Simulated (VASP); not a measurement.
# Mo (I4/mmm) in VASP: further runs

The runs below take Mo through single point, with PBE.

Everything below comes from runs of VASP 6.6.1. Logs are shortened: lines on timing, memory, paths and dates and some standing lists are left out, and cuts for length are marked.

## Step 1: The cell of the first run

Symmetry: I4/mmm, No. 139, tetragonal system. The conventional cell has a = 3.142 Å, b = 3.142 Å, c = 2.828 Å, α = 90.00°, β = 90.00°, γ = 90.00°. Within 3.5 Å of Mo (site symmetry 4/mmm) lie 14 Mo at 2.63 to 3.14 Å.

## Step 2: Single point, PBE (strain -0.1000 x Voigt [1, 0, 0, 0, 0, 0])

Contents of INCAR:

```
SYSTEM = Mo
PREC = Accurate ; ENCUT = 520
EDIFF = 1E-7 ; ISMEAR = 0
SIGMA = 0.15 ; LREAL = .False.
LASPH = .True. ; NELM = 80
ALGO = Fast ; ISIF = 2
LWAVE = .False. ; LCHARG = .False.
GGA = PE ; NBANDS = 13
```

Contents of KPOINTS:

```
Automatic mesh
0
Gamma
  22 22 22
  0 0 0
```

Contents of POSCAR:

```
Mo
1.0
   -1.4139000000      1.5710000000      1.5710000000
    1.4139000000     -1.5710000000      1.5710000000
    1.4139000000      1.5710000000     -1.5710000000
Mo
1
Direct
    0.0000000000      0.0000000000      0.0000000000
```

Potentials or basis: VASP PAW PBE potentials, release 64 (Mo_sv).

Command:

```sh
> cat potpaw_PBE.64/Mo_sv/POTCAR > POTCAR
> mpirun -np 1 vasp_std > vasp.out
```

OUTCAR:

```text
SYSTEM = Mo
   PREC = Accurate
   ENCUT = 520
   EDIFF = 1E-7
   ISMEAR = 0
   LREAL = .False.
   LASPH = .True.
   NELM = 80
   ISIF = 2
   GGA = PE

 ion  position               nearest neighbor table
   1  0.000  0.000  0.000-

  LATTYP: Found a body centered tetragonal cell.
 ALAT       =     3.1420000000
 C/A-ratio  =     0.9000000000

  Lattice vectors:

 A1 = (  -1.4139000000,   1.5710000000,  -1.5710000000)
 A2 = (  -1.4139000000,  -1.5710000000,   1.5710000000)
 A3 = (   1.4139000000,   1.5710000000,   1.5710000000)

Analysis of symmetry for initial positions (statically):
=====================================================================
 Subroutine PRICEL returns:
 Original cell was already a primitive cell.

 Routine SETGRP: Setting up the symmetry group for a
 body centered tetragonal supercell.

 Subroutine GETGRP returns: Found 16 space group operations
 (whereof 16 operations were pure point group operations)
 out of a pool of 16 trial point group operations.

The static configuration has the point symmetry D_4h.

Analysis of symmetry for dynamics (positions and initial velocities):
=====================================================================
 Subroutine PRICEL returns:
 Original cell was already a primitive cell.

 Routine SETGRP: Setting up the symmetry group for a
 body centered tetragonal supercell.

 Subroutine GETGRP returns: Found 16 space group operations
 (whereof 16 operations were pure point group operations)
 out of a pool of 16 trial point group operations.

The dynamic configuration has the point symmetry D_4h.

 Subroutine INISYM returns: Found 16 space group operations
 (whereof 16 operations are pure point group operations),
 and found     1 'primitive' translations

----------------------------------------------------------------------------------------

                                     Primitive cell

  volume of cell :      13.9583

  direct lattice vectors                    reciprocal lattice vectors
    -1.413900000  1.571000000  1.571000000     0.000000000  0.318268619  0.318268619
     1.413900000 -1.571000000  1.571000000     0.353631799  0.000000000  0.318268619
     1.413900000  1.571000000 -1.571000000     0.353631799  0.318268619  0.000000000

  length of vectors
     2.633475880  2.633475880  2.633475880     0.450099797  0.475762927  0.475762927

  position of ions in fractional coordinates (direct lattice)
     0.000000000  0.000000000  0.000000000

  ion indices of the primitive-cell ions
   primitive index   ion index
                 1           1

----------------------------------------------------------------------------------------

 KPOINTS: Automatic mesh

Automatic generation of k-mesh.
 Grid dimensions read from file:
 generate k-points for:   22   22   22

 Generating k-lattice:

  Cartesian coordinates                     Fractional coordinates (reciprocal lattice)
     0.000000000  0.014466755  0.014466755     0.045454545  0.000000000  0.000000000
     0.016074173  0.000000000  0.014466755    -0.000000000  0.045454545  0.000000000
     0.016074173  0.014466755  0.000000000    -0.000000000  0.000000000  0.045454545

  Length of vectors
     0.020459082  0.021625588  0.021625588

  Shift w.r.t. Gamma in fractional coordinates (k-lattice)
     0.000000000  0.000000000  0.000000000

 Subroutine IBZKPT returns following result:
 ===========================================

 Found    834 irreducible k-points:

 Following reciprocal coordinates:
            Coordinates               Weight
  0.000000  0.000000  0.000000      1.000000
  0.045455  0.000000  0.000000      4.000000
  0.090909  0.000000  0.000000      4.000000
  0.136364  0.000000  0.000000      4.000000
  0.181818  0.000000  0.000000      4.000000
  0.227273  0.000000  0.000000      4.000000
[... 16 lines left out ...]
  0.454545  0.045455  0.000000     16.000000
 -0.000000  0.090909  0.000000      8.000000
 [... further k-points ...]
   k-points           NKPTS =    834   k-points in BZ     NKDIM =    834   number of bands    NBANDS=     13
   number of dos      NEDOS =    301   number of ions     NIONS =      1
   total plane-waves  NPLWV =   8000
   dimension x,y,z NGX =    20 NGY =   20 NGZ =   20
   dimension x,y,z NGXF=    40 NGYF=   40 NGZF=   40
   ions per type =               1
   NGX,Y,Z   is equivalent  to a cutoff of  12.63, 12.63, 12.63 a.u.
   NGXF,Y,Z  is equivalent  to a cutoff of  25.25, 25.25, 25.25 a.u.
 SYSTEM =  Mo
   PREC   = accura    normal or accurate (medium, high low for compatibility)
   ISTART =      0    job   : 0-new  1-cont  2-samecut
   ICHARG =      2    charge: 1-file 2-atom 10-const
   ISPIN  =      1    spin polarized calculation?
   LNONCOLLINEAR =      F non collinear calculations
   LSORBIT =      F    spin-orbit coupling
   LASPH  =      T    aspherical Exc in radial PAW
   ENCUT  =  520.0 eV  38.22 Ry    6.18 a.u.   4.90  4.90  4.90*2*pi/ulx,y,z
   NELM   =     80;   NELMIN=  2; NELMDL= -5     # of ELM steps
   EDIFF  = 0.1E-06   stopping-criterion for ELM
   LREAL  =      F    real-space projection
   EDIFFG = 0.1E-05   stopping-criterion for IOM
   NSW    =      0    number of steps for IOM
   IBRION =     -1    ionic relax: 0-MD 1-quasi-New 2-CG
   NFREE  =      0    steps in history (QN), initial steepest desc. (CG)
   ISIF   =      2    stress and relaxation
   ISYM   =      2    0-nonsym 1-usesym 2-fastsym
   POTIM  = 0.5000    time-step for ionic-motion
   TEBEG  =    0.0;   TEEND  =   0.0 temperature during run
   PSTRESS=    0.0 pullay stress
   NELECT =      14.0000    total number of electrons
   NUPDOWN=      -1.0000    fix difference up-down
   EMIN   =  10.00;   EMAX   =-10.00  energy-range for DOS
   EFERMI =   0.00;   METHOD = LEGACY
   ISMEAR =     0;   SIGMA  =   0.15  broadening in eV -4-tet -1-fermi 0-gaus
   EFERMI_NEDOS =   21; number of points for ismear=-14 and -15
   IALGO  =     68    algorithm
   IMIX   =      4    mixing-type and parameters
     AMIX     =   0.40;   BMIX     =  1.00
     AMIX_MAG =   1.60;   BMIX_MAG =  1.00
  volume/ion in A,a.u.               =      13.96        94.19
  Fermi-wavevector in a.u.,A,eV,Ry     =   1.638729  3.096749 36.537534  2.685433
  Thomas-Fermi vector in A             =   2.729653
   LORBIT       =      0    0 simple, 1 ext, 2 COOP (PROOUT), +10 PAW based schemes
   GGA     = PE    functional components
   LHFCALC =     F    Hartree Fock is set to
   AEXX    =    0.0000 exact exchange contribution
   IVDW    =     0    specifies the selected vdW correction
   LEPSILON=     F    determine dielectric tensor
   LRPA    =     F    only Hartree local field effects (RPA)
 non-spin polarized calculation
 RMM-DIIS sequential band-by-band and
 Gauss-broadening in eV      SIGMA  =   0.15
  energy-cutoff  :      520.00
  volume of cell :       13.96
 maximum number of plane-waves:       388
   NGX =  9   NGY =  9   NGZ =  9

 number of electron      14.0000000 magnetization

 Free energy of the ion-electron system (eV)
  ---------------------------------------------------
  ext. energy  EPLUGINS =         0.00000000
  ---------------------------------------------------
  free energy    TOTEN  =       -10.59233400 eV

  energy without entropy =      -10.58477162  energy(sigma->0) =      -10.58855281

 E-fermi :  14.4789     XC(G=0): -14.0359

 val. band max:       14.4780868556   @ k =  -0.4545  -0.4545   0.0455
 cond. band min:      14.4915284444   @ k =   0.5000  -0.1818   0.1364
 fundamental gap:      0.0134415887
 Fermi energy:        14.4788909389

 k-point     1 :       0.0000    0.0000    0.0000
  band No.  band energies     occupation
      1     -46.8096      2.00000
      2     -19.7871      2.00000
      3     -19.7871      2.00000
      4     -19.6977      2.00000
      5       6.9474      2.00000
      6      12.0254      2.00000
      7      13.5256      2.00000
      8      13.5256      2.00000
      9      15.2697      0.00000
     10      17.2217      0.00000
     11      28.8780      0.00000
     12      28.8780      0.00000
     13      31.1827      0.00000

 k-point     2 :       0.0455    0.0000    0.0000
  band No.  band energies     occupation
      1     -46.8021      2.00000
      2     -19.8311      2.00000
      3     -19.7857      2.00000
      4     -19.7083      2.00000
      5       7.0453      2.00000
      6      12.0383      2.00000
      7      13.4784      2.00000
      8      13.6170      2.00000
      9      15.1847      0.00000
     10      17.1954      0.00000
     11      28.9634      0.00000
     12      29.0937      0.00000
     13      31.3368      0.00000

 k-point     3 :       0.0909    0.0000    0.0000
  band No.  band energies     occupation
      1     -46.7801      2.00000
      2     -19.9584      2.00000
      3     -19.7816      2.00000
      4     -19.7393      2.00000
      5       7.3268      2.00000
      6      12.0718      2.00000
      7      13.3437      2.00000
      8      13.8886      2.00000
      9      14.9708      0.00000
     10      17.1228      0.00000
     11      29.1888      0.00000
     12      29.6810      0.00000
     13      31.7919      0.00000

 k-point     4 :       0.1364    0.0000    0.0000
  band No.  band energies     occupation
      1     -46.7454      2.00000
      2     -20.1560      2.00000
      3     -19.7877      2.00000
      4     -19.7752      2.00000
      5       7.7524      2.00000
      6      12.1160      2.00000
      7      13.1394      2.00000
      8      14.3323      1.83292
      9      14.7296      0.01810
     10      17.0202      0.00000
     11      29.4557      0.00000
     12      30.4569      0.00000
     13      32.5275      0.00000

 k-point     5 :       0.1818    0.0000    0.0000
  band No.  band energies     occupation
      1     -46.7004      2.00000
      2     -20.4047      2.00000
      3     -19.8494      2.00000
      4     -19.7669      2.00000
      5       8.2461      2.00000
      6      12.1805      2.00000
      7      12.8902      2.00000
      8      14.5735      0.37239
      9      14.9343      0.00002
     10      16.9078      0.00000
     11      29.5973      0.00000
     12      31.0874      0.00000
     13      33.5146      0.00000
[... 257 lines left out ...]
 k-point    22 :       0.4091    0.0455   -0.0000
  band No.  band energies     occupation
      1     -46.4414      2.00000
      2     -21.6821      2.00000
      3     -20.1982      2.00000
      4     -19.7389      2.00000
      5       8.7959      2.00000
      6      11.7036      2.00000
      7      14.7903      0.00333
      8      15.5281      0.00000
      9      16.8203      0.00000
     10      19.6341      0.00000
     11      27.3076      0.00000
     12      27.7267      0.00000
     13      35.2916      0.00000

 k-point    23 :       0.4545    0.0455    0.0000
  band No.  band energies     occupation
      1     -46.4256      2.00000
      2     -21.7547      2.00000
      3     -20.2183      2.00000
      4     -19.7363      2.00000
      5       8.7299      2.00000
      6      11.6428      2.00000
      7      15.1509      0.00000
      8      15.5543      0.00000
      9      16.9239      0.00000
     10      20.0384      0.00000
     11      27.1056      0.00000
     12      27.3411      0.00000
     13      34.7178      0.00000

 k-point    24 :      -0.0000    0.0909    0.0000
  band No.  band energies     occupation
      1     -46.7758      2.00000
      2     -19.9199      2.00000
      3     -19.8408      2.00000
      4     -19.7478      2.00000
      5       7.3748      2.00000
      6      12.0839      2.00000
      7      13.3852      2.00000
      8      13.5775      2.00000
      9      15.3276      0.00000
     10      16.9126      0.00000
     11      29.6073      0.00000
     12      29.6493      0.00000
     13      31.5246      0.00000

 [... further k-points ...]

------------------------ aborting loop because EDIFF is reached ----------------------------------------

  FORCE on cell =-STRESS in cart. coord.  units (eV):
  Direction    XX          YY          ZZ          XY          YZ          ZX
  --------------------------------------------------------------------------------------
  -------------------------------------------------------------------------------------
  Total        6.0636377      2.6766695      2.6766695      0.0000000      0.0000000      0.0000000
  in kB      696.0056578    307.2375365    307.2375365      0.0000000      0.0000000      0.0000000
  external PRESSURE =     436.8269102 kB  Pullay stress =       0.0000000 kB

 VOLUME and BASIS-vectors are now :
 -----------------------------------------------------------------------------
  energy-cutoff  :      520.00
  volume of cell :       13.96
      direct lattice vectors                 reciprocal lattice vectors
    -1.413900000  1.571000000  1.571000000     0.000000000  0.318268619  0.318268619
     1.413900000 -1.571000000  1.571000000     0.353631799  0.000000000  0.318268619
     1.413900000  1.571000000 -1.571000000     0.353631799  0.318268619  0.000000000

 POSITION                                       TOTAL-FORCE (eV/Angst)
 -----------------------------------------------------------------------------------
      0.00000      0.00000      0.00000        -0.000000      0.000000      0.000000
 -----------------------------------------------------------------------------------
    total drift:                                0.000000      0.000000      0.000000

  FREE ENERGIE OF THE ION-ELECTRON SYSTEM (eV)
  ---------------------------------------------------
  free  energy   TOTEN  =       -10.5923339989 eV

  energy  without entropy=      -10.5847716221  energy(sigma->0) =      -10.58855281
```

It took 2.9 min on 1 thread of Intel Xeon 8259CL, shared host; peak memory 0.25 GiB.

Results:

```yaml
Free_energy: -10.5923 eV
Pressure: 43.7 GPa
Band_gap_on_the_k_mesh: zero (bands 7 and 8 overlap by 6.11 eV)
```

Stress tensor (GPa, compression positive):
```
69.60  0.00  0.00
 0.00 30.72  0.00
 0.00  0.00 30.72
```

Caveat: the cell differs from its parent crystal (strain -0.1000 x Voigt [1, 0, 0, 0, 0, 0]); the stress differs along the axes, from 31 to 70 GPa.

## Step 3: Single point, PBE (strain -0.0750 x Voigt [1, 0, 0, 0, 0, 0])

Contents of INCAR:

```
PREC = Accurate ; ENCUT = 520
EDIFF = 1E-6 ; ISMEAR = 0
SIGMA = 0.15 ; LREAL = F
LASPH = T ; NELM = 100
ALGO = Fast ; ISIF = 2
LWAVE = F ; LCHARG = F
GGA = PE ; NBANDS = 13
```

Contents of KPOINTS:

```
Automatic mesh
0
Gamma
  22 22 22
```

Contents of POSCAR:

```
Mo
1.0
   -1.4531750000      1.5710000000      1.5710000000
    1.4531750000     -1.5710000000      1.5710000000
    1.4531750000      1.5710000000     -1.5710000000
Mo
1
Direct
    0.0000000000      0.0000000000      0.0000000000
```

Potentials or basis: VASP PAW PBE potentials, release 64 (Mo_sv).

Command:

```sh
> cat potpaw_PBE.64/Mo_sv/POTCAR > POTCAR
> mpirun -np 1 vasp_std > vasp.out
```

Run time: 3 min. Hardware: 1 thread of Intel Xeon 8259CL, shared host; peak memory 0.25 GiB.

Results (log left out):

```yaml
Free_energy: -10.7383 eV
Pressure: 32.0 GPa
Band_gap_on_the_k_mesh: zero (bands 7 and 8 overlap by 5.80 eV)
```

Stress tensor (GPa, compression positive):
```
51.00  0.00  0.00
 0.00 22.55  0.00
 0.00  0.00 22.55
```

Levels at points of the mesh, in eV from the Fermi level:
| k point | band 5 | band 6 | band 7 | band 8 | band 9 | band 10 |
| --- | --- | --- | --- | --- | --- | --- |
| (0.00, 0.00, 0.00) | -7.49 | -2.18 | -1.12 | -1.12 | 1.06 | 2.44 |
| (0.50, 0.00, 0.00) | -5.75 | -3.06 | 1.01 | 1.55 | 2.19 | 5.24 |
| (0.00, 0.50, 0.00) | -5.91 | -4.15 | 1.88 | 2.27 | 3.30 | 5.37 |
| (0.50, 0.50, 0.50) | -6.24 | -6.02 | 4.41 | 4.41 | 4.72 | 9.10 |

Caveat: the cell differs from its parent crystal (strain -0.0750 x Voigt [1, 0, 0, 0, 0, 0]); the stress differs along the axes, from 23 to 51 GPa.

## Step 4: Single point, PBE (strain +0.0750 x Voigt [1, 0, 0, 0, 0, 0])

Contents of INCAR:

```
PREC = Accurate
ENCUT = 520
EDIFF = 1E-6
ISMEAR = 0
SIGMA = 0.15
LREAL = F
LASPH = T
NELM = 60
ALGO = Fast
ISIF = 2
LWAVE = F
LCHARG = T
GGA = PE
LELF = T
LVHAR = T
NBANDS = 13
```

Contents of KPOINTS:

```
regular mesh
0
Gamma
  22 22 22
```

Contents of POSCAR:

```
Mo
1.0
   -1.6888250000      1.5710000000      1.5710000000
    1.6888250000     -1.5710000000      1.5710000000
    1.6888250000      1.5710000000     -1.5710000000
Mo
1
Direct
    0.0000000000      0.0000000000      0.0000000000
```

Command:

```sh
> cat potpaw_PBE.64/Mo_sv/POTCAR > POTCAR
> mpirun -np 1 vasp_std > vasp.out
```

It took 3.1 min on 1 thread of Intel Xeon 8259CL, shared host; peak memory 0.28 GiB.

The run converged. Its results:

```yaml
Free_energy: -10.8592 eV
Pressure: -11.5 GPa
Band_gap_on_the_k_mesh: zero (bands 7 and 8 overlap by 4.42 eV)
```

Stress tensor (GPa, compression positive):
```
-23.10   0.00   0.00
  0.00  -5.71   0.00
  0.00   0.00  -5.71
```

Levels at points of the mesh, in eV from the Fermi level:
```
           k point  band 3  band 4  band 5  band 6  band 7  band 8  band 9  band 10  band 11  band 12
(0.00, 0.00, 0.00)  -34.66  -34.66   -7.00   -1.43   -1.43   -0.71    1.05     1.95    13.94    15.22
(0.50, 0.00, 0.00)  -35.08  -34.72   -4.99   -3.59    1.79    2.16    2.45     4.40    11.17    11.65
(0.00, 0.50, 0.00)  -35.00  -34.67   -4.91   -2.80    0.98    1.26    2.24     4.22    10.49    11.96
(0.50, 0.50, 0.50)  -35.39  -35.39   -5.03   -4.86    3.49    3.72    3.72     7.38     9.22     9.22
```

Caveat: the cell differs from its parent crystal (strain +0.0750 x Voigt [1, 0, 0, 0, 0, 0]); the stress differs along the axes, from -23 to -6 GPa.

## Step 5: Summary

| cell | further INCAR settings | gap on the mesh (eV) | pressure (GPa) |
| --- | --- | --- | --- |
| a = 2.633 Å, angles 115.1, 106.8, 106.8°, 1 atom | ALGO = Fast; EDIFF = 1e-07; NBANDS = 13 | none | 43.7 |
| a = 2.655 Å, angles 113.6, 107.4, 107.4°, 1 atom | ALGO = Fast; EDIFF = 1e-06; NBANDS = 13 | none | 32.0 |
| a = 2.791 Å, angles 105.5, 111.5, 111.5°, 1 atom | ALGO = Fast; EDIFF = 1e-06; NBANDS = 13 | none | -11.5 |

Alike in all rows: task single point; level PBE; potentials or basis VASP PAW PBE potentials, release 64 (Mo_sv); no spin polarisation; k mesh 22 × 22 × 22; cutoff (eV) 520; smearing gaussian 0.15 eV.

Caveats: the stress differs along the axes, from 31 to 70 GPa (at least some runs); the stress differs along the axes, from 23 to 51 GPa (at least some runs); the stress differs along the axes, from -23 to -6 GPa (at least some runs).

Total energies depend on the potentials used, so only differences within one code and one set of settings carry meaning.
